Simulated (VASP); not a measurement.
Input of a VASP 6.6.1 run:

INCAR

```
SYSTEM = Pd
PREC = Accurate ; ENCUT = 520
EDIFF = 1E-6 ; ISMEAR = -1
SIGMA = 0.1 ; LREAL = .False.
LASPH = .True. ; NELM = 60
ALGO = Normal ; ISIF = 2
LWAVE = .False. ; LCHARG = .True.
GGA = PE ; LELF = .True.
LVHAR = .True. ; NBANDS = 28
```

The input KPOINTS:

```
Automatic mesh
0
Gamma
  17 17 5
  0 0 0
```

Contents of POSCAR:

```
Pd
1.0
    2.7460910223      0.0000000000      0.0000000000
   -1.3730455111      2.3781845864      0.0000000000
    0.0000000000      0.0000000000      9.0507524847
Pd
4
Direct
    0.0000000000      0.0000000000      1.0000000000
    0.0000000000      1.0000000000      0.5000000000
    0.3333333333      0.6666666667      0.2500000000
    0.6666666667      0.3333333333      0.7500000000
```

Potentials or basis: VASP PAW PBE potentials, release 64 (Pd).

Run with:

```console
$ cat potpaw_PBE.64/Pd/POTCAR > POTCAR
$ mpirun -np 1 vasp_std > vasp.out
```

Problem. Estimate the band gap on the k mesh.

Solution. Zero (bands 20 and 21 overlap by 0.95 eV).

Problem. Estimate the pressure.

Solution. 7.2 GPa.

Stress tensor (GPa, compression positive):
```
7.33 0.00 0.00
0.00 7.33 0.00
0.00 0.00 6.84
```

Caveat: the cell stands under pressure.
